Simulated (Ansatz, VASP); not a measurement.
## One calculation of ZrB, two programs

The input INCAR:

```
PREC     = Accurate       # precision mode
ENCUT    = 520            # plane-wave cutoff, eV
EDIFF    = 1E-6           # SCF threshold, eV
ISMEAR   = 0              # smearing method
SIGMA    = 0.15           # smearing width, eV
LREAL    = False          # projectors in reciprocal space
LASPH    = True           # aspherical terms in the spheres
NELM     = 100            # most SCF steps
ALGO     = Normal         # electronic algorithm
ISIF     = 2              # what is computed and relaxed
LWAVE    = False          # write WAVECAR
LCHARG   = True           # write CHGCAR
GGA      = CA             # functional
LELF     = True           # ELF
LVHAR    = True         
NBANDS   = 14             # bands
```

The input KPOINTS:

```
Automatic mesh
0
Gamma
  16 16 16
```

File POSCAR:

```
ZrB
1.0
    0.0000000000      2.4153850465      2.3267404153
    2.4716635181      0.0000000000      2.3267404153
    2.4716635181      2.4153850465      0.0000000000
Zr B
1 1
Direct
    0.0000000000      0.0000000000      0.0000000000
    0.5000000000      0.5000000000      0.5000000000
```

Input for Ansatz:

```yaml
crystal:
  lattice:
    - [0.0, 2.4153850465, 2.3267404153]
    - [2.4716635181, 0.0, 2.3267404153]
    - [2.4716635181, 2.4153850465, 0.0]
  atoms:
    - { symbol: Zr, position: [0.0, 0.0, 0.0] }
    - { symbol: B, position: [0.5, 0.5, 0.5] }
basis:
  ecutwfc: 520.0
kpoints:
  mp_grid: { grid: [16, 16, 16] }
hamiltonian:
  xc: lda
scf:
  occupations: { method: gaussian, width: 0.15 }
output:
  forces: true
  stress: true
  eigenvalues: true
```

Change from the starting cell: normal strain along x +0.0233, normal strain along z -0.0367.

Alike in both runs: task single point; functional LDA; k mesh 16 × 16 × 16; occupations gaussian, width 0.15 eV; no spin polarisation.

```csv
,VASP,Ansatz
version,VASP 6.6.1,Ansatz 0.2.0
potentials or method,"VASP PAW LDA potentials, release 64 (Zr_sv, B), cutoff 520 eV","scalar-relativistic, plane waves, PAW"
valence electrons in the cell,15,15
```

VASP gave:

| Property | Result |
| --- | --- |
| gap on the k mesh at the Fermi level (eV) | none |
| pressure (GPa) | 3.8 |
| traceless stress, the component that is largest in VASP (GPa) | 11.66 |

Q: What did Ansatz give for the same quantities?

A: gap on the k mesh at the Fermi level (eV): none; pressure (GPa): 3.4; traceless stress, the component that is largest in VASP (GPa): 11.61.

LDA's correlation is that of Perdew and Zunger in VASP and of Perdew and Wang (1992) in Ansatz. A gap of «none» marks a metal or a gap that the smearing closes.
